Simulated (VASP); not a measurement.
Write the native input for VASP 6.6.1 that does the following.

```
Task                   : single point
Functional             : r2SCAN
Potentials or basis    : VASP PAW PBE potentials, release 64 (Hg, Te)
Cutoff                 : 520 eV
k mesh                 : 6 × 6 × 6
Occupations            : fermi-dirac, width 0.02 eV
Spin                   : no spin polarisation
Dipole correction      : no
Further INCAR settings : ALGO = Normal; EDIFF = 1e-06; NBANDS = 16
```

HgTe:

```
CELL_PARAMETERS angstrom
0.00000 3.32205 3.23799
3.32205 0.00000 3.23799
3.32205 3.32205 0.00000
ATOMIC_POSITIONS crystal
Hg 0.00000 0.00000 0.00000
Te 0.25000 0.25000 0.25000
```

This cell differs from its parent crystal: epitaxial xy strain +1.0%.

The input as run:

POSCAR

```
HgTe
1.0
    0.0000000000      3.3220494652      3.2379927024
    3.3220494652      0.0000000000      3.2379927024
    3.3220494652      3.3220494652      0.0000000000
Hg Te
1 1
Direct
    0.0000000000      0.0000000000      0.0000000000
    0.2500000000      0.2500000000      0.2500000000
```

INCAR.step1

```
PREC = Accurate
ENCUT = 520
ISMEAR = -1
SIGMA = 0.02
LREAL = F
LASPH = T
NELM = 60
NBANDS = 16
GGA = PE
ALGO = Normal
EDIFF = 1E-4
LWAVE = T
LCHARG = F
```

INCAR.step2

```
PREC = Accurate
ENCUT = 520
EDIFF = 1E-6
ISMEAR = -1
SIGMA = 0.02
LREAL = F
LASPH = T
NELM = 60
ALGO = Normal
ISIF = 2
LWAVE = F
LCHARG = T
METAGGA = R2SCAN
LMIXTAU = T
LELF = T
LVHAR = T
NBANDS = 16
ISTART = 1
```

KPOINTS

```
regular mesh
0
Gamma
  6 6 6
```

Potentials or basis: VASP PAW PBE potentials, release 64 (Hg, Te).

The run is started by

```bash
$ cat potpaw_PBE.64/Hg/POTCAR potpaw_PBE.64/Te/POTCAR > POTCAR
$ cp INCAR.step1 INCAR
$ mpirun -np 1 vasp_std > vasp.out
$ cp INCAR.step2 INCAR
$ mpirun -np 1 vasp_std > vasp.out
```

It gave:

The pressure is -0.2 GPa. The band gap on the k mesh is 0.08 eV.

Caveat: the cell differs from its parent crystal (epitaxial xy strain +1.0%); the PAW data sets were made with another functional, which shifts forces and pressure a little; spin-orbit coupling is left out, which moves the levels of the heavy elements.

It took 53 s on 1 thread of Intel(R) Xeon(R) 6975P-C (Granite Rapids), on a shared host, peak memory 0.23 GiB.
